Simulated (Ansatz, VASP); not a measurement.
# MoS2 in VASP and in Ansatz

```
Mo S
1.0
     3.14944    0.00000    0.00000
    -1.57472    2.72749    0.00000
     0.00000    0.00000    6.64483
Mo S
1 2
Cartesian
  0.0000 0.0000 0.0000
  0.0000 1.8183 1.5668
  0.0000 1.8183 5.0780
```

Alike in both runs: task single point; functional PBE; dispersion D3(BJ); k mesh 12 × 12 × 4; occupations gaussian, width 0.05 eV; no spin polarisation.

```csv
,VASP,Ansatz
version,VASP 6.6.1,Ansatz 0.2.0
potentials or method,"VASP PAW PBE potentials, release 64 (Mo_sv, S), cutoff 500 eV","scalar-relativistic, plane waves, PAW"
valence electrons in the cell,26,26
```

Ansatz gave:

| Item | Value |
| --- | --- |
| gap on the k mesh at the Fermi level (eV) | 1.20 |
| least direct gap on the mesh (eV) | 1.76 |
| pressure (GPa) | 0.0 |
| rms of the force components (eV/Å) | 0.001 |

**Question.** What did VASP give for the same quantities?

**Answer.** gap on the k mesh at the Fermi level (eV): 1.22; least direct gap on the mesh (eV): 1.76; pressure (GPa): -0.1; rms of the force components (eV/Å): 0.007.

Atom by atom the forces differ by 0.006 eV/Å (rms over components).
